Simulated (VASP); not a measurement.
# KI (Pm-3m) in VASP: notebook

KI is run at these levels: LDA, r2SCAN, HSE06; tasks: relaxation of cell and atoms, single point.

Program: VASP 6.6.1. These are calculated values, not measurements. Logs are shortened: lines on timing, memory, paths and dates and some standing lists are left out, and cuts for length are marked.

### Step 1. The cell of the first run

The structure is cubic, space group Pm-3m (No. 221). Conventional cell: a = 4.342 Å, b = 4.342 Å, c = 4.342 Å, α = 90.00°, β = 90.00°, γ = 90.00°. Within 4.9 Å of K (site symmetry m-3m) lie 8 I at 3.76 Å and 6 K at 4.34 Å. I (site symmetry m-3m) has 8 K at 3.76 Å and 6 I at 4.34 Å within 4.9 Å.

### Step 2. Relaxation of cell and atoms, LDA

Input file INCAR:

```
ALGO = Normal ; EDIFF = 1E-6
EDIFFG = -0.005 ; ENCUT = 600
IBRION = 2 ; ISIF = 3
ISMEAR = -1 ; LASPH = True
LCHARG = False ; LREAL = False
LWAVE = False ; NELM = 80
NSW = 80 ; PREC = Accurate
SIGMA = 0.02
```

Input file KPOINTS:

```
k-points
0
Gamma
  6 6 6
```

Input file POSCAR:

```
KI
1.0
    4.3417014682      0.0000000000      0.0000000000
    0.0000000000      4.3417014682      0.0000000000
    0.0000000000      0.0000000000      4.3417014682
K I
1 1
Direct
    0.0000000000      0.0000000000      0.0000000000
    0.5000000000      0.5000000000      0.5000000000
```

Potentials or basis: VASP PAW LDA potentials, release 64 (K_sv, I).

Command:

```
cat potpaw_LDA.64/K_sv/POTCAR potpaw_LDA.64/I/POTCAR > POTCAR
mpirun -np 1 vasp_std > vasp.out
```

OUTCAR:

```text
EDIFF = 1E-6
   EDIFFG = -0.005
   ENCUT = 600
   IBRION = 2
   ISIF = 3
   ISMEAR = -1
   LASPH = True
   LREAL = False
   NELM = 80
   NSW = 80
   PREC = Accurate

 ion  position               nearest neighbor table
   1  0.000  0.000  0.000-
   2  0.500  0.500  0.500-

  LATTYP: Found a simple cubic cell.
 ALAT       =     4.3417014682

  Lattice vectors:

 A1 = (   4.3417014682,   0.0000000000,   0.0000000000)
 A2 = (   0.0000000000,   4.3417014682,   0.0000000000)
 A3 = (   0.0000000000,   0.0000000000,   4.3417014682)

Analysis of symmetry for initial positions (statically):
=====================================================================
 Subroutine PRICEL returns:
 Original cell was already a primitive cell.

 Routine SETGRP: Setting up the symmetry group for a
 simple cubic supercell.

 Subroutine GETGRP returns: Found 48 space group operations
 (whereof 48 operations were pure point group operations)
 out of a pool of 48 trial point group operations.

The static configuration has the point symmetry O_h .

Analysis of symmetry for dynamics (positions and initial velocities):
=====================================================================
 Subroutine PRICEL returns:
 Original cell was already a primitive cell.

 Routine SETGRP: Setting up the symmetry group for a
 simple cubic supercell.

 Subroutine GETGRP returns: Found 48 space group operations
 (whereof 48 operations were pure point group operations)
 out of a pool of 48 trial point group operations.

The dynamic configuration has the point symmetry O_h .

 Subroutine INISYM returns: Found 48 space group operations
 (whereof 48 operations are pure point group operations),
 and found     1 'primitive' translations

----------------------------------------------------------------------------------------

                                     Primitive cell

  volume of cell :      81.8427

  direct lattice vectors                    reciprocal lattice vectors
     4.341701468  0.000000000  0.000000000     0.230324449  0.000000000  0.000000000
     0.000000000  4.341701468  0.000000000     0.000000000  0.230324449  0.000000000
     0.000000000  0.000000000  4.341701468     0.000000000  0.000000000  0.230324449

  length of vectors
     4.341701468  4.341701468  4.341701468     0.230324449  0.230324449  0.230324449

  position of ions in fractional coordinates (direct lattice)
     0.000000000  0.000000000  0.000000000
     0.500000000  0.500000000  0.500000000

  ion indices of the primitive-cell ions
   primitive index   ion index
                 1           1
                 2           2

----------------------------------------------------------------------------------------

 KPOINTS: k-points

Automatic generation of k-mesh.
 Grid dimensions read from file:
 generate k-points for:    6    6    6

 Generating k-lattice:

  Cartesian coordinates                     Fractional coordinates (reciprocal lattice)
     0.038387408  0.000000000  0.000000000     0.166666667  0.000000000  0.000000000
     0.000000000  0.038387408  0.000000000     0.000000000  0.166666667  0.000000000
     0.000000000  0.000000000  0.038387408     0.000000000  0.000000000  0.166666667

  Length of vectors
     0.038387408  0.038387408  0.038387408

  Shift w.r.t. Gamma in fractional coordinates (k-lattice)
     0.000000000  0.000000000  0.000000000

 Subroutine IBZKPT returns following result:
 ===========================================

 Found     20 irreducible k-points:

 Following reciprocal coordinates:
            Coordinates               Weight
  0.000000  0.000000  0.000000      1.000000
  0.166667  0.000000  0.000000      6.000000
  0.333333  0.000000  0.000000      6.000000
  0.500000  0.000000  0.000000      3.000000
  0.166667  0.166667  0.000000     12.000000
  0.333333  0.166667  0.000000     24.000000
[... 12 lines left out ...]
  0.500000  0.500000  0.333333      6.000000
  0.500000  0.500000  0.500000      1.000000
   k-points           NKPTS =     20   k-points in BZ     NKDIM =     20   number of bands    NBANDS=     12
   number of dos      NEDOS =    301   number of ions     NIONS =      2
   total plane-waves  NPLWV =  46656
   dimension x,y,z NGX =    36 NGY =   36 NGZ =   36
   dimension x,y,z NGXF=    72 NGYF=   72 NGZF=   72
   ions per type =               1   1
   NGX,Y,Z   is equivalent  to a cutoff of  13.78, 13.78, 13.78 a.u.
   NGXF,Y,Z  is equivalent  to a cutoff of  27.57, 27.57, 27.57 a.u.
 SYSTEM =  unknown system
   PREC   = accura    normal or accurate (medium, high low for compatibility)
   ISTART =      0    job   : 0-new  1-cont  2-samecut
   ICHARG =      2    charge: 1-file 2-atom 10-const
   ISPIN  =      1    spin polarized calculation?
   LNONCOLLINEAR =      F non collinear calculations
   LSORBIT =      F    spin-orbit coupling
   LASPH  =      T    aspherical Exc in radial PAW
   ENCUT  =  600.0 eV  44.10 Ry    6.64 a.u.   8.67  8.67  8.67*2*pi/ulx,y,z
   NELM   =     80;   NELMIN=  2; NELMDL= -5     # of ELM steps
   EDIFF  = 0.1E-05   stopping-criterion for ELM
   LREAL  =      F    real-space projection
   EDIFFG = -.5E-02   stopping-criterion for IOM
   NSW    =     80    number of steps for IOM
   IBRION =      2    ionic relax: 0-MD 1-quasi-New 2-CG
   NFREE  =      1    steps in history (QN), initial steepest desc. (CG)
   ISIF   =      3    stress and relaxation
   ISYM   =      2    0-nonsym 1-usesym 2-fastsym
   POTIM  = 0.5000    time-step for ionic-motion
   TEBEG  =    0.0;   TEEND  =   0.0 temperature during run
   PSTRESS=    0.0 pullay stress
   NELECT =      16.0000    total number of electrons
   NUPDOWN=      -1.0000    fix difference up-down
   EMIN   =  10.00;   EMAX   =-10.00  energy-range for DOS
   EFERMI =   0.00;   METHOD = LEGACY
   ISMEAR =    -1;   SIGMA  =   0.02  broadening in eV -4-tet -1-fermi 0-gaus
   EFERMI_NEDOS =   21; number of points for ismear=-14 and -15
   IALGO  =     38    algorithm
   IMIX   =      4    mixing-type and parameters
     AMIX     =   0.40;   BMIX     =  1.00
     AMIX_MAG =   1.60;   BMIX_MAG =  1.00
  volume/ion in A,a.u.               =      40.92       276.15
  Fermi-wavevector in a.u.,A,eV,Ry     =   0.950141  1.795507 12.282911  0.902769
  Thomas-Fermi vector in A             =   2.078490
   LORBIT       =      0    0 simple, 1 ext, 2 COOP (PROOUT), +10 PAW based schemes
   GGA     = CA    functional components
   LHFCALC =     F    Hartree Fock is set to
   AEXX    =    0.0000 exact exchange contribution
   IVDW    =     0    specifies the selected vdW correction
   LEPSILON=     F    determine dielectric tensor
   LRPA    =     F    only Hartree local field effects (RPA)
 conjugate gradient relaxation of ions
 non-spin polarized calculation
  energy-cutoff  :      600.00
  volume of cell :       81.84
 maximum number of plane-waves:      2800
 NGX is ok and might be reduce to    36
   NGX = 17   NGY = 17   NGZ = 17

--------------------------------------- Ionic step        1  -------------------------------------------

 number of electron      16.0000002 magnetization

 Free energy of the ion-electron system (eV)
  ---------------------------------------------------
  ext. energy  EPLUGINS =         0.00000000
  ---------------------------------------------------
  free energy    TOTEN  =        -6.01842960 eV

  energy without entropy =       -6.01842960  energy(sigma->0) =       -6.01842960

------------------------ aborting loop because EDIFF is reached ----------------------------------------

  FORCE on cell =-STRESS in cart. coord.  units (eV):
  Direction    XX          YY          ZZ          XY          YZ          ZX
  --------------------------------------------------------------------------------------
  -------------------------------------------------------------------------------------
  Total       -1.0166594     -1.0166594     -1.0166594      0.0000000      0.0000000     -0.0000000
  in kB      -19.9024346    -19.9024346    -19.9024346      0.0000000      0.0000000     -0.0000000
  external PRESSURE =     -19.9024346 kB  Pullay stress =       0.0000000 kB
[... 89 lines left out ...]
  FREE ENERGIE OF THE ION-ELECTRON SYSTEM (eV)
  ---------------------------------------------------
  free  energy   TOTEN  =        -6.1017264769 eV

  energy  without entropy=       -6.1017264769  energy(sigma->0) =       -6.10172648

[... ionic steps 4 to 16 ...]

--------------------------------------- Ionic step       17  -------------------------------------------

 number of electron      16.0000003 magnetization

------------------------ aborting loop because EDIFF is reached ----------------------------------------

  FORCE on cell =-STRESS in cart. coord.  units (eV):
  Direction    XX          YY          ZZ          XY          YZ          ZX
  --------------------------------------------------------------------------------------
  -------------------------------------------------------------------------------------
  Total       -0.0138223     -0.0138223     -0.0138223      0.0000000      0.0000000      0.0000000
  in kB       -0.3147630     -0.3147630     -0.3147630      0.0000000      0.0000000      0.0000000
  external PRESSURE =      -0.3147630 kB  Pullay stress =       0.0000000 kB
[... 57 lines left out ...]
  energy  without entropy=       -6.1020359905  energy(sigma->0) =       -6.10203599

--------------------------------------- Ionic step       19  -------------------------------------------

 number of electron      16.0000003 magnetization

 Free energy of the ion-electron system (eV)
  ---------------------------------------------------
  ext. energy  EPLUGINS =         0.00000000
  ---------------------------------------------------
  free energy    TOTEN  =        -6.10203593 eV

  energy without entropy =       -6.10203593  energy(sigma->0) =       -6.10203593

 E-fermi :   1.9400     XC(G=0):  -8.6139

 val. band max:        1.5212884194   @ k =   0.5000   0.5000   0.0000
 cond. band min:       4.8445453988   @ k =   0.0000   0.0000   0.0000
 fundamental gap:      3.3232569794
 Fermi energy:         1.9399642608

 k-point     1 :       0.0000    0.0000    0.0000
  band No.  band energies     occupation
      1     -27.4098      2.00000
      2     -11.1022      2.00000
      3     -11.1022      2.00000
      4     -11.1022      2.00000
      5     -10.0483      2.00000
      6       1.0813      2.00000
      7       1.0813      2.00000
      8       1.0813      2.00000
      9       4.8445      0.00000
     10       5.7903      0.00000
     11       5.7903      0.00000
     12       9.8760      0.00000
[... 312 lines left out ...]
  FREE ENERGIE OF THE ION-ELECTRON SYSTEM (eV)
  ---------------------------------------------------
  free  energy   TOTEN  =        -6.1020359255 eV

  energy  without entropy=       -6.1020359255  energy(sigma->0) =       -6.10203593

 reached required accuracy - stopping structural energy minimisation
```

Run time: 52 s. Hardware: 1 thread of Intel Xeon 6975P-C (Granite Rapids), shared host; peak memory 0.2 GiB.

What came out:

```yaml
Free_energy: -6.1020 eV
Relaxed_volume: 35.12 Å³/atom
Relaxed_cell: a = 4.126 Å, b = 4.126 Å, c = 4.126 Å, α = 90.00°, β = 90.00°, γ = 90.00°
Space_group_after_relaxing_to_0.1_Å: Pm-3m (No. 221)
Energy_gained_by_relaxing: 41.8 meV/atom
Ionic_steps: 19
Pressure_after_relaxing: 0.0 GPa
Band_gap_on_the_k_mesh: 3.32 eV (least direct gap 3.52 eV)
```

The path:
```tsv
step	energy change (eV)	largest force (eV/Å)	pressure (GPa)	volume (Å³)
1	0.0000	0.0000	-1.99	81.84
2	-0.0601	0.0000	-1.23	75.97
3	-0.0833	0.0000	-0.16	70.88
4	-0.0836	0.0000	0.03	70.18
5	-0.0836	0.0000	-0.04	70.41
6	-0.0836	0.0000	-0.04	70.40
7	-0.0836	0.0000	-0.05	70.40
8	-0.0836	0.0000	-0.04	70.40
9	-0.0836	0.0000	-0.03	70.40
10	-0.0836	0.0000	-0.03	70.40
11	-0.0836	0.0000	-0.03	70.40
12	-0.0836	0.0000	-0.04	70.40
13	-0.0836	0.0000	-0.04	70.40
14	-0.0836	0.0000	-0.04	70.39
15	-0.0836	0.0000	-0.05	70.39
16	-0.0836	0.0000	-0.03	70.38
17	-0.0836	0.0000	-0.03	70.36
18	-0.0836	0.0000	-0.03	70.32
19	-0.0836	0.0000	-0.02	70.23
```

Final structure:
```
K I
1.0
     4.12583    0.00000    0.00000
     0.00000    4.12583    0.00000
     0.00000    0.00000    4.12583
K I
1 1
Direct
  0.00000 0.00000 0.00000
  0.50000 0.50000 0.50000
```

Levels at points of the mesh, in eV from the valence-band top:
```
           k point  band 4  band 5  band 6  band 7  band 8  band 9  band 10  band 11  band 12
(0.00, 0.00, 0.00)  -12.62  -11.57   -0.44   -0.44   -0.44    3.32     4.27     4.27     8.35
(0.50, 0.00, 0.00)  -12.60  -11.04   -2.83   -0.39   -0.39    5.55     5.77     6.83     7.37
(0.50, 0.50, 0.00)  -12.59  -11.09   -2.07   -2.07    0.00    3.52     5.51     6.56     6.56
(0.50, 0.50, 0.50)  -12.73  -10.85   -2.08   -2.08   -2.08    5.47     5.47     5.47     9.11
```

Caveat: spin-orbit coupling is left out, which moves the levels of the heavy elements. A k mesh can miss the band edges.

[end of part 1 of 2]
